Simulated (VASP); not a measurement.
# SnO (P4/nmm) in VASP: settings compared, part 2 of 2

VASP 6.6.1. Earlier steps stand in the parts before.

**4. Single point, PBEsol**

INCAR

```
SYSTEM = SnO
PREC = Accurate ; ENCUT = 520
EDIFF = 1E-6 ; ISMEAR = -1
SIGMA = 0.05 ; LREAL = .False.
LASPH = .True. ; NELM = 80
ALGO = Normal ; ISIF = 2
LWAVE = .False. ; LCHARG = .False.
GGA = PS ; NBANDS = 28
```

KPOINTS

```
regular mesh
0
Gamma
  4 4 3
  0 0 0
```

POSCAR

```
SnO
1.0
    3.8136952200      0.0000000000      0.0000000000
    0.0000000000      3.8136952200      0.0000000000
    0.0000000000      0.0000000000      4.8869133000
Sn O
2 2
Direct
    0.5000000000      0.0000000000      0.7646261400
    0.0000000000      0.5000000000      0.2353738600
    0.0000000000      0.0000000000      0.0000000000
    0.5000000000      0.5000000000      0.0000000000
```

Potentials or basis: VASP PAW PBE potentials, release 64 (Sn_d, O).

The run is started by

```console
cat potpaw_PBE.64/Sn_d/POTCAR potpaw_PBE.64/O/POTCAR > POTCAR
mpirun -np 1 vasp_std > vasp.out
```

OUTCAR:

```text
SYSTEM = SnO
   PREC = Accurate
   ENCUT = 520
   EDIFF = 1E-6
   ISMEAR = -1
   LREAL = .False.
   LASPH = .True.
   NELM = 80
   ISIF = 2
   GGA = PS

 ion  position               nearest neighbor table
   1  0.500  0.000  0.765-   3 2.23   4 2.23   4 2.23   3 2.23   2 3.54   2 3.54   2 3.54   2 3.54
                             2 3.74   2 3.74   2 3.74   2 3.74
   2  0.000  0.500  0.235-   3 2.23   4 2.23   3 2.23   4 2.23   1 3.54   1 3.54   1 3.54   1 3.54
                             1 3.74   1 3.74   1 3.74   1 3.74
   3  0.000  0.000  0.000-   1 2.23   2 2.23   2 2.23   1 2.23
   4  0.500  0.500  0.000-   1 2.23   2 2.23   1 2.23   2 2.23

  LATTYP: Found a simple tetragonal cell.
 ALAT       =     3.8136952200
 C/A-ratio  =     1.2814116016

  Lattice vectors:

 A1 = (   3.8136952200,   0.0000000000,   0.0000000000)
 A2 = (   0.0000000000,   3.8136952200,   0.0000000000)
 A3 = (   0.0000000000,   0.0000000000,   4.8869133000)

Analysis of symmetry for initial positions (statically):
=====================================================================
 Subroutine PRICEL returns:
 Original cell was already a primitive cell.

 Routine SETGRP: Setting up the symmetry group for a
 simple tetragonal supercell.

 Subroutine GETGRP returns: Found 16 space group operations
 (whereof  8 operations were pure point group operations)
 out of a pool of 16 trial point group operations.

The static configuration has the point symmetry D_2d.
 The point group associated with its full space group is D_4h.

Analysis of symmetry for dynamics (positions and initial velocities):
=====================================================================
 Subroutine PRICEL returns:
 Original cell was already a primitive cell.

 Routine SETGRP: Setting up the symmetry group for a
 simple tetragonal supercell.

 Subroutine GETGRP returns: Found 16 space group operations
 (whereof  8 operations were pure point group operations)
 out of a pool of 16 trial point group operations.

The dynamic configuration has the point symmetry D_2d.
 The point group associated with its full space group is D_4h.

 Subroutine INISYM returns: Found 16 space group operations
 (whereof  8 operations are pure point group operations),
 and found     1 'primitive' translations

----------------------------------------------------------------------------------------

                                     Primitive cell

  volume of cell :      71.0766

  direct lattice vectors                    reciprocal lattice vectors
     3.813695220  0.000000000  0.000000000     0.262212878  0.000000000  0.000000000
     0.000000000  3.813695220  0.000000000     0.000000000  0.262212878  0.000000000
     0.000000000  0.000000000  4.886913300     0.000000000  0.000000000  0.204628144

  length of vectors
     3.813695220  3.813695220  4.886913300     0.262212878  0.262212878  0.204628144

  position of ions in fractional coordinates (direct lattice)
     0.500000000  0.000000000  0.764626140
     0.000000000  0.500000000  0.235373860
     0.000000000  0.000000000  0.000000000
     0.500000000  0.500000000  0.000000000

  ion indices of the primitive-cell ions
   primitive index   ion index
                 1           1
                 2           2
                 3           3
                 4           4

[... 27 lines left out ...]
            Coordinates               Weight
  0.000000  0.000000  0.000000      1.000000
  0.250000  0.000000  0.000000      4.000000
  0.500000  0.000000  0.000000      2.000000
  0.250000  0.250000  0.000000      4.000000
  0.500000  0.250000  0.000000      4.000000
  0.500000  0.500000  0.000000      1.000000
  0.000000  0.000000  0.333333      2.000000
  0.250000  0.000000  0.333333      8.000000
  0.500000  0.000000  0.333333      4.000000
  0.250000  0.250000  0.333333      8.000000
  0.500000  0.250000  0.333333      8.000000
  0.500000  0.500000  0.333333      2.000000
   k-points           NKPTS =     12   k-points in BZ     NKDIM =     12   number of bands    NBANDS=     28
   number of dos      NEDOS =    301   number of ions     NIONS =      4
   total plane-waves  NPLWV =  28224
   dimension x,y,z NGX =    28 NGY =   28 NGZ =   36
   dimension x,y,z NGXF=    56 NGYF=   56 NGZF=   72
   ions per type =               2   2
   NGX,Y,Z   is equivalent  to a cutoff of  12.21, 12.21, 12.25 a.u.
   NGXF,Y,Z  is equivalent  to a cutoff of  24.41, 24.41, 24.49 a.u.
 SYSTEM =  SnO
   PREC   = accura    normal or accurate (medium, high low for compatibility)
   ISTART =      0    job   : 0-new  1-cont  2-samecut
   ICHARG =      2    charge: 1-file 2-atom 10-const
   ISPIN  =      1    spin polarized calculation?
   LNONCOLLINEAR =      F non collinear calculations
   LSORBIT =      F    spin-orbit coupling
   LASPH  =      T    aspherical Exc in radial PAW
   ENCUT  =  520.0 eV  38.22 Ry    6.18 a.u.   7.09  7.09  9.09*2*pi/ulx,y,z
   NELM   =     80;   NELMIN=  2; NELMDL= -5     # of ELM steps
   EDIFF  = 0.1E-05   stopping-criterion for ELM
   LREAL  =      F    real-space projection
   EDIFFG = 0.1E-04   stopping-criterion for IOM
   NSW    =      0    number of steps for IOM
   IBRION =     -1    ionic relax: 0-MD 1-quasi-New 2-CG
   NFREE  =      0    steps in history (QN), initial steepest desc. (CG)
   ISIF   =      2    stress and relaxation
   ISYM   =      2    0-nonsym 1-usesym 2-fastsym
   POTIM  = 0.5000    time-step for ionic-motion
   TEBEG  =    0.0;   TEEND  =   0.0 temperature during run
   PSTRESS=    0.0 pullay stress
   NELECT =      40.0000    total number of electrons
   NUPDOWN=      -1.0000    fix difference up-down
   EMIN   =  10.00;   EMAX   =-10.00  energy-range for DOS
   EFERMI =   0.00;   METHOD = LEGACY
   ISMEAR =    -1;   SIGMA  =   0.05  broadening in eV -4-tet -1-fermi 0-gaus
   EFERMI_NEDOS =   21; number of points for ismear=-14 and -15
   IALGO  =     38    algorithm
   IMIX   =      4    mixing-type and parameters
     AMIX     =   0.40;   BMIX     =  1.00
     AMIX_MAG =   1.60;   BMIX_MAG =  1.00
  volume/ion in A,a.u.               =      17.77       119.91
  Fermi-wavevector in a.u.,A,eV,Ry     =   1.351614  2.554180 24.855939  1.826860
  Thomas-Fermi vector in A             =   2.479021
   LORBIT       =      0    0 simple, 1 ext, 2 COOP (PROOUT), +10 PAW based schemes
   GGA     = PS    functional components
   LHFCALC =     F    Hartree Fock is set to
   AEXX    =    0.0000 exact exchange contribution
   IVDW    =     0    specifies the selected vdW correction
   LEPSILON=     F    determine dielectric tensor
   LRPA    =     F    only Hartree local field effects (RPA)
 non-spin polarized calculation
  energy-cutoff  :      520.00
  volume of cell :       71.08
 maximum number of plane-waves:      1926
   NGX = 15   NGY = 15   NGZ = 19

 number of electron      39.9999978 magnetization

 Free energy of the ion-electron system (eV)
  ---------------------------------------------------
  ext. energy  EPLUGINS =         0.00000000
  ---------------------------------------------------
  free energy    TOTEN  =       -24.19955360 eV

  energy without entropy =      -24.19669699  energy(sigma->0) =      -24.19812529

 E-fermi :   6.8657     XC(G=0): -10.4022

 val. band max:        6.8153392569   @ k =   0.0000   0.0000   0.0000
 cond. band min:       6.9590135296   @ k =   0.5000   0.5000   0.0000
 fundamental gap:      0.1436742727
 Fermi energy:         6.8656804447

 k-point     1 :       0.0000    0.0000    0.0000
  band No.  band energies     occupation
      1     -15.0482      2.00000
      2     -14.6058      2.00000
      3     -14.6058      2.00000
      4     -14.6029      2.00000
      5     -14.5569      2.00000
      6     -14.5519      2.00000
[... 361 lines left out ...]
     27      15.9184      0.00000
     28      15.9184      0.00000

------------------------ aborting loop because EDIFF is reached ----------------------------------------

  FORCE on cell =-STRESS in cart. coord.  units (eV):
  Direction    XX          YY          ZZ          XY          YZ          ZX
  --------------------------------------------------------------------------------------
  -------------------------------------------------------------------------------------
  Total       -0.1423877     -0.1423877     -0.1481979      0.0000000      0.0000000      0.0000000
  in kB       -3.2096401     -3.2096401     -3.3406114      0.0000000      0.0000000      0.0000000
  external PRESSURE =      -3.2532972 kB  Pullay stress =       0.0000000 kB

 VOLUME and BASIS-vectors are now :
 -----------------------------------------------------------------------------
  energy-cutoff  :      520.00
  volume of cell :       71.08
      direct lattice vectors                 reciprocal lattice vectors
     3.813695220  0.000000000  0.000000000     0.262212878  0.000000000  0.000000000
     0.000000000  3.813695220  0.000000000     0.000000000  0.262212878  0.000000000
     0.000000000  0.000000000  4.886913300     0.000000000  0.000000000  0.204628144

 POSITION                                       TOTAL-FORCE (eV/Angst)
 -----------------------------------------------------------------------------------
      1.90685      0.00000      3.73666        -0.000000      0.000000     -0.198152
      0.00000      1.90685      1.15025         0.000000      0.000000      0.198152
      0.00000      0.00000      0.00000         0.000000     -0.000000      0.000000
      1.90685      1.90685      0.00000         0.000000      0.000000      0.000000
 -----------------------------------------------------------------------------------
    total drift:                                0.000000      0.000000      0.000000

  FREE ENERGIE OF THE ION-ELECTRON SYSTEM (eV)
  ---------------------------------------------------
  free  energy   TOTEN  =       -24.1995535990 eV

  energy  without entropy=      -24.1966969868  energy(sigma->0) =      -24.19812529
```

OSZICAR:

```text
N       E                     dE             d eps       ncg     rms          rms(c)
DAV:   1     0.413566668893E+03    0.41357E+03   -0.19883E+04   688   0.218E+03
DAV:   2     0.369947376284E+02   -0.37657E+03   -0.36137E+03   688   0.530E+02
DAV:   3    -0.244228474524E+02   -0.61418E+02   -0.60291E+02   800   0.180E+02
DAV:   4    -0.273946681117E+02   -0.29718E+01   -0.29551E+01   752   0.420E+01
DAV:   5    -0.274636341739E+02   -0.68966E-01   -0.68959E-01   740   0.700E+00    0.108E+01
DAV:   6    -0.242775344611E+02    0.31861E+01   -0.14405E+01  1084   0.432E+01    0.488E+00
DAV:   7    -0.242343397609E+02    0.43195E-01   -0.18086E+00   792   0.815E+00    0.241E+00
DAV:   8    -0.242082339106E+02    0.26106E-01   -0.26803E-01   792   0.333E+00    0.748E-01
DAV:   9    -0.241989364679E+02    0.92974E-02   -0.37994E-02  1072   0.209E+00    0.222E-01
DAV:  10    -0.241999022764E+02   -0.96581E-03   -0.64250E-03   940   0.781E-01    0.139E-01
DAV:  11    -0.241995310929E+02    0.37118E-03   -0.16373E-03  1016   0.385E-01    0.176E-02
DAV:  12    -0.241995600125E+02   -0.28920E-04   -0.24952E-04   692   0.874E-02    0.279E-02
DAV:  13    -0.241995540221E+02    0.59905E-05   -0.21056E-05   844   0.337E-02    0.429E-03
DAV:  14    -0.241995535990E+02    0.42303E-06   -0.27184E-06   576   0.138E-02
   1 F= -.24199554E+02 E0= -.24198125E+02  d E =-.285661E-02
```

stdout:

```text
POSCAR found type information on POSCAR SnO
 POSCAR found :  2 types and       4 ions
 scaLAPACK will be used
 -----------------------------------------------------------------------------
|                                                                             |
|                                                                             |
|     You enforced a specific xc type in the INCAR file but a different       |
|     I HOPE YOU KNOW WHAT YOU ARE DOING!                                     |
|                                                                             |
 -----------------------------------------------------------------------------

 LDA part: xc-table for (Slater+PW92), standard interpolation
 POSCAR, INCAR and KPOINTS ok, starting setup
 FFT: planning ... GRIDC
 FFT: planning ... GRID_SOFT
 FFT: planning ... GRID
 WAVECAR not read
 entering main loop
```

Run time: 25 s. Hardware: 1 thread of Intel Xeon Platinum 8259CL at 2.50GHz (Skylake/Cascade Lake), shared host; peak memory 0.18 GiB.

Results:

* Free energy: -24.1996 eV
* Pressure: -0.3 GPa
* Largest force: 0.198 eV/Å
* Band gap on the k mesh: 0.14 eV, indirect (least direct gap 1.98 eV)

Forces in eV/Å, atoms in the order of the input:
```
Sn   0.000  0.000 -0.198
Sn   0.000  0.000  0.198
O    0.000  0.000  0.000
O    0.000  0.000  0.000
```

Caveat: the k points lie up to 0.43 Å⁻¹ apart; the PAW data sets were made with another functional, which shifts forces and pressure a little; spin-orbit coupling is left out, which moves the levels of the heavy elements.

**5. Overview**

| level | potentials or basis | gap on the mesh (eV) | pressure (GPa) | largest force (eV/Å) |
| --- | --- | --- | --- | --- |
| LDA | VASP PAW LDA potentials, release 64 (Sn_d, O) | 0.22 | -3.0 | 0.11 |
| PBE | VASP PAW PBE potentials, release 64 (Sn_d, O) | 0.16 | 3.8 | 0.49 |
| PBEsol | VASP PAW PBE potentials, release 64 (Sn_d, O) | 0.14 | -0.3 | 0.20 |

Alike in all rows: task single point; no spin polarisation; cell as given; k mesh 4 × 4 × 3; cutoff (eV) 520; smearing fermi-dirac 0.05 eV.

Caveats: all runs use coarse meshes; spin-orbit coupling is left out, which moves the levels of the heavy elements; the PAW data sets were made with another functional, which shifts forces and pressure a little (some runs).

Absolute energies hang on the potentials; compare differences alone.
